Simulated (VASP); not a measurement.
# ZnS (klda) (F-43m) in VASP: notebook

Runs on ZnS (klda). Level: LDA. Tasks: single point.

All numbers are computed with VASP 6.6.1; they aren't measurements. Logs are shortened: lines on timing, memory, paths and dates and some standing lists are left out, and cuts for length are marked.

## 1. The cell of the first run

Symmetry: F-43m, No. 216, cubic system. Conventional cell: a = 5.387 Å, b = 5.387 Å, c = 5.387 Å, α = 90.00°, β = 90.00°, γ = 90.00°. Zn (site symmetry -43m) has 4 S at 2.33 Å within 3.1 Å. S (site symmetry -43m) has 4 Zn at 2.33 Å within 3.1 Å.

## 2. Single point, LDA

The input, INCAR:

```
ALGO = Normal ; EDIFF = 1E-6
ENCUT = 520 ; GGA = CA
ISIF = 2 ; ISMEAR = 0
LASPH = T ; LCHARG = F
LREAL = F ; LWAVE = F
NBANDS = 16 ; NELM = 60
PREC = Accurate ; SIGMA = 0.1
```

The input, KPOINTS:

```
k-points
0
Gamma
  6 6 6
```

The input, POSCAR:

```
ZnS
1.0
    0.0000000000      2.6936828800      2.6936828800
    2.6936828800      0.0000000000      2.6936828800
    2.6936828800      2.6936828800      0.0000000000
Zn S
1 1
Direct
    0.0000000000      0.0000000000      0.0000000000
    0.7500000000      0.7500000000      0.7500000000
```

Potentials or basis: VASP PAW LDA potentials, release 64 (Zn, S).

Launch:

```sh
$ cat potpaw_LDA.64/Zn/POTCAR potpaw_LDA.64/S/POTCAR > POTCAR
$ mpirun -np 1 vasp_std > vasp.out
```

OUTCAR:

```text
EDIFF = 1E-6
   ENCUT = 520
   GGA = CA
   ISIF = 2
   ISMEAR = 0
   LASPH = T
   LREAL = F
   NELM = 60
   PREC = Accurate

 ion  position               nearest neighbor table
   1  0.000  0.000  0.000-   2 2.33   2 2.33   2 2.33   2 2.33
   2  0.750  0.750  0.750-   1 2.33   1 2.33   1 2.33   1 2.33

  LATTYP: Found a face centered cubic cell.
 ALAT       =     5.3873657600

  Lattice vectors:

 A1 = (   0.0000000000,   2.6936828800,   2.6936828800)
 A2 = (   2.6936828800,   0.0000000000,   2.6936828800)
 A3 = (   2.6936828800,   2.6936828800,   0.0000000000)

Analysis of symmetry for initial positions (statically):
=====================================================================
 Subroutine PRICEL returns:
 Original cell was already a primitive cell.

 Routine SETGRP: Setting up the symmetry group for a
 face centered cubic supercell.

 Subroutine GETGRP returns: Found 24 space group operations
 (whereof 24 operations were pure point group operations)
 out of a pool of 48 trial point group operations.

The static configuration has the point symmetry T_d .

Analysis of symmetry for dynamics (positions and initial velocities):
=====================================================================
 Subroutine PRICEL returns:
 Original cell was already a primitive cell.

 Routine SETGRP: Setting up the symmetry group for a
 face centered cubic supercell.

 Subroutine GETGRP returns: Found 24 space group operations
 (whereof 24 operations were pure point group operations)
 out of a pool of 48 trial point group operations.

The dynamic configuration has the point symmetry T_d .

 Subroutine INISYM returns: Found 24 space group operations
 (whereof 24 operations are pure point group operations),
 and found     1 'primitive' translations

----------------------------------------------------------------------------------------

                                     Primitive cell

  volume of cell :      39.0903

  direct lattice vectors                    reciprocal lattice vectors
     0.000000000  2.693682880  2.693682880    -0.185619474  0.185619474  0.185619474
     2.693682880  0.000000000  2.693682880     0.185619474 -0.185619474  0.185619474
     2.693682880  2.693682880  0.000000000     0.185619474  0.185619474 -0.185619474

  length of vectors
     3.809442862  3.809442862  3.809442862     0.321502360  0.321502360  0.321502360

  position of ions in fractional coordinates (direct lattice)
     0.000000000  0.000000000  0.000000000
     0.750000000  0.750000000  0.750000000

  ion indices of the primitive-cell ions
   primitive index   ion index
                 1           1
                 2           2

----------------------------------------------------------------------------------------

 KPOINTS: k-points

Automatic generation of k-mesh.
 Grid dimensions read from file:
 generate k-points for:    6    6    6

 Generating k-lattice:

  Cartesian coordinates                     Fractional coordinates (reciprocal lattice)
    -0.030936579  0.030936579  0.030936579     0.166666667  0.000000000  0.000000000
     0.030936579 -0.030936579  0.030936579     0.000000000  0.166666667  0.000000000
     0.030936579  0.030936579 -0.030936579     0.000000000  0.000000000  0.166666667

  Length of vectors
     0.053583727  0.053583727  0.053583727

  Shift w.r.t. Gamma in fractional coordinates (k-lattice)
     0.000000000  0.000000000  0.000000000

 Subroutine IBZKPT returns following result:
 ===========================================

 Found     16 irreducible k-points:

 Following reciprocal coordinates:
            Coordinates               Weight
  0.000000  0.000000  0.000000      1.000000
  0.166667  0.000000  0.000000      8.000000
  0.333333  0.000000  0.000000      8.000000
  0.500000  0.000000  0.000000      4.000000
  0.166667  0.166667  0.000000      6.000000
  0.333333  0.166667  0.000000     24.000000
[... 8 lines left out ...]
 -0.333333  0.333333  0.166667     24.000000
 -0.333333  0.500000  0.166667     12.000000
   k-points           NKPTS =     16   k-points in BZ     NKDIM =     16   number of bands    NBANDS=     16
   number of dos      NEDOS =    301   number of ions     NIONS =      2
   total plane-waves  NPLWV =  21952
   dimension x,y,z NGX =    28 NGY =   28 NGZ =   28
   dimension x,y,z NGXF=    56 NGYF=   56 NGZF=   56
   ions per type =               1   1
   NGX,Y,Z   is equivalent  to a cutoff of  12.22, 12.22, 12.22 a.u.
   NGXF,Y,Z  is equivalent  to a cutoff of  24.44, 24.44, 24.44 a.u.
 SYSTEM =  unknown system
   PREC   = accura    normal or accurate (medium, high low for compatibility)
   ISTART =      0    job   : 0-new  1-cont  2-samecut
   ICHARG =      2    charge: 1-file 2-atom 10-const
   ISPIN  =      1    spin polarized calculation?
   LNONCOLLINEAR =      F non collinear calculations
   LSORBIT =      F    spin-orbit coupling
   LASPH  =      T    aspherical Exc in radial PAW
   ENCUT  =  520.0 eV  38.22 Ry    6.18 a.u.   7.08  7.08  7.08*2*pi/ulx,y,z
   NELM   =     60;   NELMIN=  2; NELMDL= -5     # of ELM steps
   EDIFF  = 0.1E-05   stopping-criterion for ELM
   LREAL  =      F    real-space projection
   EDIFFG = 0.1E-04   stopping-criterion for IOM
   NSW    =      0    number of steps for IOM
   IBRION =     -1    ionic relax: 0-MD 1-quasi-New 2-CG
   NFREE  =      0    steps in history (QN), initial steepest desc. (CG)
   ISIF   =      2    stress and relaxation
   ISYM   =      2    0-nonsym 1-usesym 2-fastsym
   POTIM  = 0.5000    time-step for ionic-motion
   TEBEG  =    0.0;   TEEND  =   0.0 temperature during run
   PSTRESS=    0.0 pullay stress
   NELECT =      18.0000    total number of electrons
   NUPDOWN=      -1.0000    fix difference up-down
   EMIN   =  10.00;   EMAX   =-10.00  energy-range for DOS
   EFERMI =   0.00;   METHOD = LEGACY
   ISMEAR =     0;   SIGMA  =   0.10  broadening in eV -4-tet -1-fermi 0-gaus
   EFERMI_NEDOS =   21; number of points for ismear=-14 and -15
   IALGO  =     38    algorithm
   IMIX   =      4    mixing-type and parameters
     AMIX     =   0.40;   BMIX     =  1.00
     AMIX_MAG =   1.60;   BMIX_MAG =  1.00
  volume/ion in A,a.u.               =      19.55       131.90
  Fermi-wavevector in a.u.,A,eV,Ry     =   1.264181  2.388955 21.744194  1.598153
  Thomas-Fermi vector in A             =   2.397499
   LORBIT       =      0    0 simple, 1 ext, 2 COOP (PROOUT), +10 PAW based schemes
   GGA     = CA    functional components
   LHFCALC =     F    Hartree Fock is set to
   AEXX    =    0.0000 exact exchange contribution
   IVDW    =     0    specifies the selected vdW correction
   LEPSILON=     F    determine dielectric tensor
   LRPA    =     F    only Hartree local field effects (RPA)
 non-spin polarized calculation
 Gauss-broadening in eV      SIGMA  =   0.10
  energy-cutoff  :      520.00
  volume of cell :       39.09
 maximum number of plane-waves:      1067
   NGX = 15   NGY = 15   NGZ = 15

 number of electron      18.0000006 magnetization

 Free energy of the ion-electron system (eV)
  ---------------------------------------------------
  ext. energy  EPLUGINS =         0.00000000
  ---------------------------------------------------
  free energy    TOTEN  =        -8.18236156 eV

  energy without entropy =       -8.18236156  energy(sigma->0) =       -8.18236156

 E-fermi :   2.5092     XC(G=0): -10.0807

 val. band max:        2.0157606733   @ k =   0.0000   0.0000   0.0000
 cond. band min:       3.9442233298   @ k =   0.0000   0.0000   0.0000
 fundamental gap:      1.9284626565
 Fermi energy:         2.5091703897

 k-point     1 :       0.0000    0.0000    0.0000
  band No.  band energies     occupation
      1     -11.1578      2.00000
      2      -4.5207      2.00000
      3      -4.5207      2.00000
      4      -4.5207      2.00000
      5      -4.0290      2.00000
      6      -4.0290      2.00000
[... 8 lines left out ...]
     15      13.7792      0.00000
     16      13.7792      0.00000

 k-point     2 :       0.1667    0.0000    0.0000
  band No.  band energies     occupation
      1     -10.9473      2.00000
      2      -4.5141      2.00000
      3      -4.4853      2.00000
      4      -4.4853      2.00000
      5      -4.0311      2.00000
      6      -4.0311      2.00000
[... 8 lines left out ...]
     15      12.9270      0.00000
     16      14.4334      0.00000

 k-point     3 :       0.3333    0.0000    0.0000
  band No.  band energies     occupation
      1     -10.4675      2.00000
      2      -4.4270      2.00000
      3      -4.4270      2.00000
      4      -4.3551      2.00000
      5      -4.0173      2.00000
      6      -4.0173      2.00000
[... 8 lines left out ...]
     15      13.5362      0.00000
     16      13.5976      0.00000

 k-point     4 :       0.5000    0.0000    0.0000
  band No.  band energies     occupation
      1     -10.1879      2.00000
      2      -4.4067      2.00000
      3      -4.4067      2.00000
      4      -3.9985      2.00000
      5      -3.9985      2.00000
      6      -3.8175      2.00000
[... 8 lines left out ...]
     15      15.4258      0.00000
     16      15.4258      0.00000

 k-point     5 :       0.1667    0.1667    0.0000
  band No.  band energies     occupation
      1     -10.8769      2.00000
      2      -4.5525      2.00000
      3      -4.4522      2.00000
      4      -4.4522      2.00000
      5      -4.0566      2.00000
      6      -4.0098      2.00000
[... 8 lines left out ...]
     15      14.1400      0.00000
     16      15.7650      0.00000

 k-point     6 :       0.3333    0.1667    0.0000
  band No.  band energies     occupation
      1     -10.4824      2.00000
      2      -4.5082      2.00000
      3      -4.3821      2.00000
      4      -4.3676      2.00000
      5      -4.0485      2.00000
      6      -3.9934      2.00000
[... 8 lines left out ...]
     15      14.5582      0.00000
     16      15.8061      0.00000

 k-point     7 :       0.5000    0.1667    0.0000
  band No.  band energies     occupation
      1     -10.1159      2.00000
      2      -4.4136      2.00000
      3      -4.3521      2.00000
      4      -4.1258      2.00000
      5      -3.9929      2.00000
      6      -3.8603      2.00000
[... 8 lines left out ...]
     15      15.4659      0.00000
     16      15.8593      0.00000

 k-point     8 :      -0.3333    0.1667    0.0000
  band No.  band energies     occupation
      1     -10.2099      2.00000
      2      -4.4027      2.00000
      3      -4.3753      2.00000
      4      -4.1881      2.00000
      5      -4.0322      2.00000
      6      -3.9599      2.00000
[... 8 lines left out ...]
     15      14.8479      0.00000
     16      16.0940      0.00000

 k-point     9 :      -0.1667    0.1667    0.0000
  band No.  band energies     occupation
      1     -10.6429      2.00000
      2      -4.4763      2.00000
      3      -4.4411      2.00000
      4      -4.4246      2.00000
      5      -4.0507      2.00000
      6      -4.0043      2.00000
[... 8 lines left out ...]
     15      13.8984      0.00000
     16      16.1706      0.00000

 k-point    10 :       0.3333    0.3333    0.0000
  band No.  band energies     occupation
      1     -10.2357      2.00000
      2      -4.5677      2.00000
      3      -4.2847      2.00000
      4      -4.2847      2.00000
      5      -4.0399      2.00000
      6      -3.9715      2.00000
[... 8 lines left out ...]
     15      15.0871      0.00000
     16      19.0528      0.00000

 k-point    11 :       0.5000    0.3333    0.0000
  band No.  band energies     occupation
      1      -9.9536      2.00000
      2      -4.4847      2.00000
      3      -4.2366      2.00000
      4      -4.2001      2.00000
      5      -3.9727      2.00000
      6      -3.8364      2.00000
[... 8 lines left out ...]
     15      15.6742      0.00000
     16      16.8512      0.00000

 k-point    12 :      -0.3333    0.3333    0.0000
  band No.  band energies     occupation
      1      -9.9440      2.00000
      2      -4.4134      2.00000
      3      -4.2786      2.00000
      4      -4.0904      2.00000
      5      -4.0143      2.00000
      6      -3.7304      2.00000
[... 8 lines left out ...]
     15      13.6422      0.00000
     16      18.4056      0.00000

 k-point    13 :       0.5000    0.5000    0.0000
  band No.  band energies     occupation
      1      -9.8616      2.00000
      2      -4.5475      2.00000
      3      -4.1793      2.00000
      4      -4.1793      2.00000
      5      -3.9524      2.00000
      6      -3.8018      2.00000
[... 8 lines left out ...]
     15      15.7878      0.00000
     16      16.5242      0.00000

 k-point    14 :       0.5000    0.3333    0.1667
  band No.  band energies     occupation
      1     -10.1341      2.00000
      2      -4.4277      2.00000
      3      -4.3440      2.00000
      4      -4.2252      2.00000
      5      -4.0057      2.00000
      6      -3.9487      2.00000
[... 8 lines left out ...]
     15      15.8867      0.00000
     16      16.5526      0.00000

 k-point    15 :      -0.3333    0.3333    0.1667
  band No.  band energies     occupation
      1      -9.9439      2.00000
      2      -4.3889      2.00000
      3      -4.3020      2.00000
      4      -4.0832      2.00000
      5      -4.0375      2.00000
      6      -3.6983      2.00000
[... 8 lines left out ...]
     15      15.6368      0.00000
     16      16.4259      0.00000

 k-point    16 :      -0.3333    0.5000    0.1667
  band No.  band energies     occupation
      1      -9.8570      2.00000
      2      -4.4300      2.00000
      3      -4.2314      2.00000
      4      -4.1415      2.00000
      5      -4.0054      2.00000
      6      -3.6562      2.00000
[... 8 lines left out ...]
     15      15.9364      0.00000
     16      16.7362      0.00000

------------------------ aborting loop because EDIFF is reached ----------------------------------------

  FORCE on cell =-STRESS in cart. coord.  units (eV):
  Direction    XX          YY          ZZ          XY          YZ          ZX
  --------------------------------------------------------------------------------------
  -------------------------------------------------------------------------------------
  Total       -0.9025282     -0.9025282     -0.9025282      0.0000000      0.0000000      0.0000000
  in kB      -36.9915014    -36.9915014    -36.9915014      0.0000000      0.0000000      0.0000000
  external PRESSURE =     -36.9915014 kB  Pullay stress =       0.0000000 kB

 VOLUME and BASIS-vectors are now :
 -----------------------------------------------------------------------------
  energy-cutoff  :      520.00
  volume of cell :       39.09
      direct lattice vectors                 reciprocal lattice vectors
     0.000000000  2.693682880  2.693682880    -0.185619474  0.185619474  0.185619474
     2.693682880  0.000000000  2.693682880     0.185619474 -0.185619474  0.185619474
     2.693682880  2.693682880  0.000000000     0.185619474  0.185619474 -0.185619474

 POSITION                                       TOTAL-FORCE (eV/Angst)
 -----------------------------------------------------------------------------------
      0.00000      0.00000      0.00000         0.000000      0.000000      0.000000
      4.04052      4.04052      4.04052        -0.000000     -0.000000     -0.000000
 -----------------------------------------------------------------------------------
    total drift:                               -0.000001     -0.000001     -0.000000

  FREE ENERGIE OF THE ION-ELECTRON SYSTEM (eV)
  ---------------------------------------------------
  free  energy   TOTEN  =        -8.1823615641 eV

  energy  without entropy=       -8.1823615641  energy(sigma->0) =       -8.18236156
```

Wall time 5.9 s (1 thread of Intel Xeon 6975P-C, shared host); peak memory 0.14 GiB.

What came out:

* Free energy: -8.1824 eV
* Pressure: -3.7 GPa
* Band gap on the k mesh: 1.93 eV, direct

Levels at points of the mesh, in eV from the valence-band top:
| k point | band 6 | band 7 | band 8 | band 9 | band 10 | band 11 | band 12 | band 13 |
| --- | --- | --- | --- | --- | --- | --- | --- | --- |
| (0.00, 0.00, 0.00) | -6.04 | 0.00 | 0.00 | 0.00 | 1.93 | 6.25 | 6.25 | 6.25 |
| (0.50, 0.00, 0.00) | -5.83 | -5.44 | -0.89 | -0.89 | 3.13 | 6.79 | 6.79 | 8.66 |
| (0.50, 0.50, 0.00) | -5.82 | -4.70 | -2.28 | -2.28 | 3.17 | 3.90 | 10.78 | 11.84 |

## 3. Single point, LDA

This run uses another cell than the first one, of 18.58 Å³/atom, 0.950 times its volume.

The input, INCAR:

```
SYSTEM = ZnS
PREC = Accurate ; ENCUT = 520
EDIFF = 1E-6 ; ISMEAR = 0
SIGMA = 0.02 ; LREAL = .False.
LASPH = .True. ; NELM = 80
ALGO = Normal ; ISIF = 2
LWAVE = .False. ; LCHARG = .False.
NBANDS = 16
```

The input, KPOINTS:

```
regular mesh
0
Gamma
  10 10 10
  0 0 0
```

The input, POSCAR:

```
ZnS
1.0
    0.0000000000      2.6483808356      2.6483808356
    2.6483808356      0.0000000000      2.6483808356
    2.6483808356      2.6483808356      0.0000000000
Zn S
1 1
Direct
    0.0000000000      0.0000000000      0.0000000000
    0.7500000000      0.7500000000      0.7500000000
```

Potentials or basis: VASP PAW LDA potentials, release 64 (Zn, S).

Launch:

```sh
$ cat potpaw_LDA.64/Zn/POTCAR potpaw_LDA.64/S/POTCAR > POTCAR
$ mpirun -np 1 vasp_std > vasp.out
```

Wall time 13 s (1 thread of Intel Xeon 6975P-C, shared host); peak memory 0.15 GiB.

The run converged. Its results:

```
Free energy            : -8.2079 eV
Pressure               : 0.2 GPa
Band gap on the k mesh : 2.16 eV, direct
```

Levels at points of the mesh, in eV from the valence-band top:
| k point | band 5 | band 6 | band 7 | band 8 | band 9 | band 10 | band 11 | band 12 | band 13 | band 14 |
| --- | --- | --- | --- | --- | --- | --- | --- | --- | --- | --- |
| (0.00, 0.00, 0.00) | -6.20 | -6.20 | 0.00 | 0.00 | 0.00 | 2.16 | 6.21 | 6.21 | 6.21 | 11.83 |
| (0.50, 0.00, 0.00) | -6.17 | -5.98 | -5.78 | -0.97 | -0.97 | 3.23 | 6.76 | 6.76 | 8.85 | 12.15 |
| (0.50, 0.50, 0.00) | -6.12 | -5.96 | -4.91 | -2.47 | -2.47 | 3.06 | 3.89 | 11.16 | 12.20 | 12.20 |
